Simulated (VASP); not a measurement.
Set up this calculation in VASP 6.6.1, as the native input.

- Task: relaxation of cell and atoms
- Functional: r2SCAN
- Potentials or basis: VASP PAW PBE potentials, release 64 (Ga_d, P)
- Cutoff: 600 eV
- k mesh: 14 × 14 × 14
- Occupations: fermi-dirac, width 0.08 eV
- Spin: no spin polarisation
- Dipole correction: no
- Further INCAR settings: ALGO = Normal; EDIFF = 1e-06; IBRION = 2; EDIFFG = -0.002; NSW = 100; ISIF = 3

Crystal: GaP.

```xyz
2
Lattice="0.0000 2.7252 2.7252 2.7252 0.0000 2.7252 2.7252 2.7252 0.0000" Properties=species:S:1:pos:R:3 pbc="T T T"
Ga    0.0000    0.0000    0.0000
P     4.0879    4.0879    4.0879
```

The input as run:

POSCAR

```
GaP
1.0
    0.0000000000      2.7252500000      2.7252500000
    2.7252500000      0.0000000000      2.7252500000
    2.7252500000      2.7252500000      0.0000000000
Ga P
1 1
Direct
    0.0000000000      0.0000000000      0.0000000000
    0.7500000000      0.7500000000      0.7500000000
```

INCAR.step1

```
PREC     = Accurate       # precision mode
ENCUT    = 600            # plane-wave cutoff, eV
ISMEAR   = -1             # smearing method
SIGMA    = 0.08           # smearing width, eV
LREAL    = False          # projectors in reciprocal space
LASPH    = True           # aspherical terms in the spheres
NELM     = 80             # most SCF steps
GGA      = PE             # functional
ALGO     = Normal         # electronic algorithm
EDIFF    = 1E-4           # SCF threshold, eV
LWAVE    = True           # write WAVECAR
LCHARG   = False          # write CHGCAR
```

INCAR.step2

```
PREC     = Accurate       # precision mode
ENCUT    = 600            # plane-wave cutoff, eV
EDIFF    = 1E-6           # SCF threshold, eV
ISMEAR   = -1             # smearing method
SIGMA    = 0.08           # smearing width, eV
LREAL    = False          # projectors in reciprocal space
LASPH    = True           # aspherical terms in the spheres
NELM     = 80             # most SCF steps
ALGO     = Normal         # electronic algorithm
ISIF     = 3              # what is computed and relaxed
LWAVE    = False          # write WAVECAR
LCHARG   = False          # write CHGCAR
METAGGA  = R2SCAN         # meta-GGA
LMIXTAU  = True         
IBRION   = 2              # ionic algorithm
NSW      = 100            # ionic steps
EDIFFG   = -0.002         # ionic threshold
ISTART   = 1
```

KPOINTS

```
Automatic mesh
0
Gamma
  14 14 14
```

Potentials or basis: VASP PAW PBE potentials, release 64 (Ga_d, P).

Command:

```bash
$ cat potpaw_PBE.64/Ga_d/POTCAR potpaw_PBE.64/P/POTCAR > POTCAR
$ cp INCAR.step1 INCAR
$ mpirun -np 1 vasp_std > vasp.out
$ cp INCAR.step2 INCAR
$ mpirun -np 1 vasp_std > vasp.out
```

Results of the run:

| Property | Result |
| --- | --- |
| Relaxed volume | 20.23 Å³/atom |
| Relaxed cell | a = 3.854 Å, b = 3.854 Å, c = 3.854 Å, α = 60.00°, β = 60.00°, γ = 60.00° |
| Space group after relaxing (to 0.1 Å) | F-43m (No. 216) |
| Energy gained by relaxing | 0.0 meV/atom |
| Ionic steps | 5 |
| Pressure after relaxing | 0.0 GPa |
| Band gap on the k mesh | 1.85 eV (least direct gap 2.35 eV) |

Caveat: the PAW data sets were made with another functional, which shifts forces and pressure a little.

Run time: 4.7 min on 1 thread of Intel(R) Xeon(R) Platinum 8488C (Sapphire Rapids), with other jobs on the host, peak memory 0.24 GiB.
